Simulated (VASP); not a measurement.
# Zr (P6_3/mmc) in VASP: single point with PBE

Aim: the single point of Zr with PBE.

Everything below comes from runs of VASP 6.6.1. Logs are shortened: lines on timing, memory, paths and dates and some standing lists are left out, and cuts for length are marked.

## Step 1: The cell of the first run

Symmetry: P6_3/mmc, No. 194, hexagonal system. Conventional cell: a = 3.231 Å, b = 3.231 Å, c = 5.175 Å, α = 90.00°, β = 90.00°, γ = 120.00°. Zr (site symmetry -6m2) has 12 Zr at 3.19 to 3.23 Å within 4.2 Å.

## Step 2: Single point, PBE

INCAR

```
ALGO = Normal
EDIFF = 1E-6
ENCUT = 520
GGA = PE
ISIF = 2
ISMEAR = -1
LASPH = T
LCHARG = T
LELF = T
LREAL = F
LVHAR = T
LWAVE = F
NBANDS = 19
NELM = 60
PREC = Accurate
SIGMA = 0.08
```

KPOINTS

```
k-points
0
Gamma
  15 15 8
```

POSCAR

```
Zr
1.0
    1.6155496476     -2.7982140716      0.0000000000
    1.6155496475      2.7982140717      0.0000000000
    0.0000000000      0.0000000000      5.1751358144
Zr
2
Direct
    0.6666666670      0.3333333330      0.2500000000
    0.3333333330      0.6666666670      0.7500000000
```

Potentials or basis: VASP PAW PBE potentials, release 64 (Zr_sv).

Started as:

```sh
$ cat potpaw_PBE.64/Zr_sv/POTCAR > POTCAR
$ mpirun -np 1 vasp_std > vasp.out
```

OUTCAR:

```text
EDIFF = 1E-6
   ENCUT = 520
   GGA = PE
   ISIF = 2
   ISMEAR = -1
   LASPH = T
   LREAL = F
   NELM = 60
   PREC = Accurate

 ion  position               nearest neighbor table
   1  0.667  0.333  0.250-   2 3.19   2 3.19   2 3.19   2 3.19   2 3.19   2 3.19
   2  0.333  0.667  0.750-   1 3.19   1 3.19   1 3.19   1 3.19   1 3.19   1 3.19

  LATTYP: Found a hexagonal cell.
 ALAT       =     3.2310992950
 C/A-ratio  =     1.6016641217

  Lattice vectors:

 A1 = (   1.6155496476,  -2.7982140716,   0.0000000000)
 A2 = (   1.6155496475,   2.7982140717,   0.0000000000)
 A3 = (   0.0000000000,   0.0000000000,   5.1751358144)

Analysis of symmetry for initial positions (statically):
=====================================================================
 Subroutine PRICEL returns:
 Original cell was already a primitive cell.

 Routine SETGRP: Setting up the symmetry group for a
 hexagonal supercell.

 Subroutine GETGRP returns: Found 24 space group operations
 (whereof 12 operations were pure point group operations)
 out of a pool of 24 trial point group operations.

The static configuration has the point symmetry D_3d.
 The point group associated with its full space group is D_6h.

Analysis of symmetry for dynamics (positions and initial velocities):
=====================================================================
 Subroutine PRICEL returns:
 Original cell was already a primitive cell.

 Routine SETGRP: Setting up the symmetry group for a
 hexagonal supercell.

 Subroutine GETGRP returns: Found 24 space group operations
 (whereof 12 operations were pure point group operations)
 out of a pool of 24 trial point group operations.

The dynamic configuration has the point symmetry D_3d.
 The point group associated with its full space group is D_6h.

 Subroutine INISYM returns: Found 24 space group operations
 (whereof 12 operations are pure point group operations),
 and found     1 'primitive' translations

----------------------------------------------------------------------------------------

                                     Primitive cell

  volume of cell :      46.7900

  direct lattice vectors                    reciprocal lattice vectors
     1.615549648 -2.798214072  0.000000000     0.309492191 -0.178685400  0.000000000
     1.615549647  2.798214072  0.000000000     0.309492191  0.178685400  0.000000000
     0.000000000  0.000000000  5.175135814     0.000000000  0.000000000  0.193231644

  length of vectors
     3.231099295  3.231099295  5.175135814     0.357370800  0.357370800  0.193231644

  position of ions in fractional coordinates (direct lattice)
     0.666666667  0.333333333  0.250000000
     0.333333333  0.666666667  0.750000000

  ion indices of the primitive-cell ions
   primitive index   ion index
                 1           1
                 2           2

----------------------------------------------------------------------------------------

 KPOINTS: k-points

Automatic generation of k-mesh.
 Grid dimensions read from file:
 generate k-points for:   15   15    8

 Generating k-lattice:

  Cartesian coordinates                     Fractional coordinates (reciprocal lattice)
     0.020632813 -0.011912360  0.000000000     0.066666667  0.000000000  0.000000000
     0.020632813  0.011912360  0.000000000    -0.000000000  0.066666667  0.000000000
     0.000000000  0.000000000  0.024153955     0.000000000  0.000000000  0.125000000

  Length of vectors
     0.023824720  0.023824720  0.024153955

  Shift w.r.t. Gamma in fractional coordinates (k-lattice)
     0.000000000  0.000000000  0.000000000

 Subroutine IBZKPT returns following result:
 ===========================================

 Found    135 irreducible k-points:

 Following reciprocal coordinates:
            Coordinates               Weight
  0.000000  0.000000  0.000000      1.000000
  0.066667  0.000000  0.000000      6.000000
  0.133333  0.000000  0.000000      6.000000
  0.200000  0.000000  0.000000      6.000000
  0.266667  0.000000  0.000000      6.000000
  0.333333  0.000000  0.000000      6.000000
[... 16 lines left out ...]
  0.333333  0.200000  0.000000     12.000000
  0.400000  0.200000  0.000000      6.000000
 [... further k-points ...]
   k-points           NKPTS =    135   k-points in BZ     NKDIM =    135   number of bands    NBANDS=     19
   number of dos      NEDOS =    301   number of ions     NIONS =      2
   total plane-waves  NPLWV =  23040
   dimension x,y,z NGX =    24 NGY =   24 NGZ =   40
   dimension x,y,z NGXF=    48 NGYF=   48 NGZF=   80
   ions per type =               2
   NGX,Y,Z   is equivalent  to a cutoff of  12.35, 12.35, 12.85 a.u.
   NGXF,Y,Z  is equivalent  to a cutoff of  24.70, 24.70, 25.70 a.u.
 SYSTEM =  unknown system
   PREC   = accura    normal or accurate (medium, high low for compatibility)
   ISTART =      0    job   : 0-new  1-cont  2-samecut
   ICHARG =      2    charge: 1-file 2-atom 10-const
   ISPIN  =      1    spin polarized calculation?
   LNONCOLLINEAR =      F non collinear calculations
   LSORBIT =      F    spin-orbit coupling
   LASPH  =      T    aspherical Exc in radial PAW
   ENCUT  =  520.0 eV  38.22 Ry    6.18 a.u.   6.01  6.01  9.62*2*pi/ulx,y,z
   NELM   =     60;   NELMIN=  2; NELMDL= -5     # of ELM steps
   EDIFF  = 0.1E-05   stopping-criterion for ELM
   LREAL  =      F    real-space projection
   EDIFFG = 0.1E-04   stopping-criterion for IOM
   NSW    =      0    number of steps for IOM
   IBRION =     -1    ionic relax: 0-MD 1-quasi-New 2-CG
   NFREE  =      0    steps in history (QN), initial steepest desc. (CG)
   ISIF   =      2    stress and relaxation
   ISYM   =      2    0-nonsym 1-usesym 2-fastsym
   POTIM  = 0.5000    time-step for ionic-motion
   TEBEG  =    0.0;   TEEND  =   0.0 temperature during run
   PSTRESS=    0.0 pullay stress
   NELECT =      24.0000    total number of electrons
   NUPDOWN=      -1.0000    fix difference up-down
   EMIN   =  10.00;   EMAX   =-10.00  energy-range for DOS
   EFERMI =   0.00;   METHOD = LEGACY
   ISMEAR =    -1;   SIGMA  =   0.08  broadening in eV -4-tet -1-fermi 0-gaus
   EFERMI_NEDOS =   21; number of points for ismear=-14 and -15
   IALGO  =     38    algorithm
   IMIX   =      4    mixing-type and parameters
     AMIX     =   0.40;   BMIX     =  1.00
     AMIX_MAG =   1.60;   BMIX_MAG =  1.00
  volume/ion in A,a.u.               =      23.39       157.88
  Fermi-wavevector in a.u.,A,eV,Ry     =   1.310472  2.476432 23.365769  1.717336
  Thomas-Fermi vector in A             =   2.440999
   LORBIT       =      0    0 simple, 1 ext, 2 COOP (PROOUT), +10 PAW based schemes
   GGA     = PE    functional components
   LHFCALC =     F    Hartree Fock is set to
   AEXX    =    0.0000 exact exchange contribution
   IVDW    =     0    specifies the selected vdW correction
   LEPSILON=     F    determine dielectric tensor
   LRPA    =     F    only Hartree local field effects (RPA)
 non-spin polarized calculation
  energy-cutoff  :      520.00
  volume of cell :       46.79
 maximum number of plane-waves:      1290
   NGX = 13   NGY = 13   NGZ = 19

 number of electron      24.0000001 magnetization

 Free energy of the ion-electron system (eV)
  ---------------------------------------------------
  ext. energy  EPLUGINS =         0.00000000
  ---------------------------------------------------
  free energy    TOTEN  =       -17.06263814 eV

  energy without entropy =      -17.01875099  energy(sigma->0) =      -17.04069457

 E-fermi :   8.9280     XC(G=0): -11.0597

 val. band max:        8.9037396727   @ k =   0.3333   0.3333   0.5000
 cond. band min:       8.9326660599   @ k =   0.2667   0.2000   0.3750
 fundamental gap:      0.0289263873
 Fermi energy:         8.9280397047

 k-point     1 :       0.0000    0.0000    0.0000
  band No.  band energies     occupation
      1     -39.9041      2.00000
      2     -39.7560      2.00000
      3     -18.4118      2.00000
      4     -17.5570      2.00000
      5     -17.5570      2.00000
      6     -17.4319      2.00000
[... 11 lines left out ...]
     18      11.1083      0.00000
     19      13.3575      0.00000

 k-point     2 :       0.0667    0.0000    0.0000
  band No.  band energies     occupation
      1     -39.8991      2.00000
      2     -39.7538      2.00000
      3     -18.3984      2.00000
      4     -17.5872      2.00000
      5     -17.5669      2.00000
      6     -17.4531      2.00000
[... 11 lines left out ...]
     18      10.9979      0.00000
     19      13.4381      0.00000

 k-point     3 :       0.1333    0.0000    0.0000
  band No.  band energies     occupation
      1     -39.8847      2.00000
      2     -39.7478      2.00000
      3     -18.3593      2.00000
      4     -17.6726      2.00000
      5     -17.5940      2.00000
      6     -17.5403      2.00000
[... 11 lines left out ...]
     18      10.9145      0.00000
     19      13.6234      0.00000

 k-point     4 :       0.2000    0.0000    0.0000
  band No.  band energies     occupation
      1     -39.8629      2.00000
      2     -39.7395      2.00000
      3     -18.2982      2.00000
      4     -17.7983      2.00000
      5     -17.6648      2.00000
      6     -17.6326      2.00000
[... 11 lines left out ...]
     18      11.4240      0.00000
     19      13.8222      0.00000

 k-point     5 :       0.2667    0.0000    0.0000
  band No.  band energies     occupation
      1     -39.8368      2.00000
      2     -39.7310      2.00000
      3     -18.2205      2.00000
      4     -17.9421      2.00000
      5     -17.8024      2.00000
      6     -17.6753      2.00000
[... 11 lines left out ...]
     18      12.0853      0.00000
     19      13.9832      0.00000
[... 334 lines left out ...]
      2     -39.7232      2.00000
      3     -18.1122      2.00000
      4     -18.0056      2.00000
      5     -17.9855      2.00000
      6     -17.7272      2.00000
[... 11 lines left out ...]
     18      13.5642      0.00000
     19      13.7986      0.00000

 k-point    22 :       0.2667    0.2000    0.0000
  band No.  band energies     occupation
      1     -39.7806      2.00000
      2     -39.7211      2.00000
      3     -18.0956      2.00000
      4     -18.0308      2.00000
      5     -18.0175      2.00000
      6     -17.7957      2.00000
[... 11 lines left out ...]
     18      13.7676      0.00000
     19      14.4274      0.00000

 k-point    23 :       0.3333    0.2000    0.0000
  band No.  band energies     occupation
      1     -39.7624      2.00000
      2     -39.7225      2.00000
      3     -18.1564      2.00000
      4     -18.0220      2.00000
      5     -17.9568      2.00000
      6     -17.8609      2.00000
[... 11 lines left out ...]
     18      13.7449      0.00000
     19      15.1129      0.00000

 k-point    24 :       0.4000    0.2000    0.0000
  band No.  band energies     occupation
      1     -39.7546      2.00000
      2     -39.7245      2.00000
      3     -18.1776      2.00000
      4     -18.0170      2.00000
      5     -17.9209      2.00000
      6     -17.8910      2.00000
[... 11 lines left out ...]
     18      13.7364      0.00000
     19      15.3216      0.00000

 [... further k-points ...]
[... 5 lines left out ...]
  --------------------------------------------------------------------------------------
  -------------------------------------------------------------------------------------
  Total        0.0056856      0.0056856      0.0058523      0.0000000      0.0000000      0.0000000
  in kB        0.1946869      0.1946869      0.2003930      0.0000000      0.0000000      0.0000000
  external PRESSURE =       0.1965890 kB  Pullay stress =       0.0000000 kB

 VOLUME and BASIS-vectors are now :
 -----------------------------------------------------------------------------
  energy-cutoff  :      520.00
  volume of cell :       46.79
      direct lattice vectors                 reciprocal lattice vectors
     1.615549648 -2.798214072  0.000000000     0.309492191 -0.178685400  0.000000000
     1.615549647  2.798214072  0.000000000     0.309492191  0.178685400  0.000000000
     0.000000000  0.000000000  5.175135814     0.000000000  0.000000000  0.193231644

 POSITION                                       TOTAL-FORCE (eV/Angst)
 -----------------------------------------------------------------------------------
      1.61555     -0.93274      1.29378         0.000000     -0.000000      0.000000
      1.61555      0.93274      3.88135        -0.000000      0.000000      0.000000
 -----------------------------------------------------------------------------------
    total drift:                               -0.000000      0.000001     -0.000000

  FREE ENERGIE OF THE ION-ELECTRON SYSTEM (eV)
  ---------------------------------------------------
  free  energy   TOTEN  =       -17.0626381426 eV

  energy  without entropy=      -17.0187509907  energy(sigma->0) =      -17.04069457
```

Run time: 2.1 min. Hardware: 1 thread of Intel Xeon 8259CL, shared host; peak memory 0.23 GiB.

What came out:

```
Free energy            : -17.0626 eV
Pressure               : 0.0 GPa
Band gap on the k mesh : zero (band 12 reaches 9.81 eV, above the bottom of band 13 at 8.63 eV)
```

Levels at points of the mesh, in eV from the Fermi level:
| k point | band 9 | band 10 | band 11 | band 12 | band 13 | band 14 | band 15 | band 16 |
| --- | --- | --- | --- | --- | --- | --- | --- | --- |
| (0.00, 0.00, 0.00) | -5.64 | -3.01 | 0.88 | 0.88 | 0.98 | 1.12 | 1.56 | 1.56 |
| (0.00, 0.00, 0.50) | -3.95 | -3.95 | 0.03 | 0.03 | 0.80 | 0.80 | 0.80 | 0.80 |
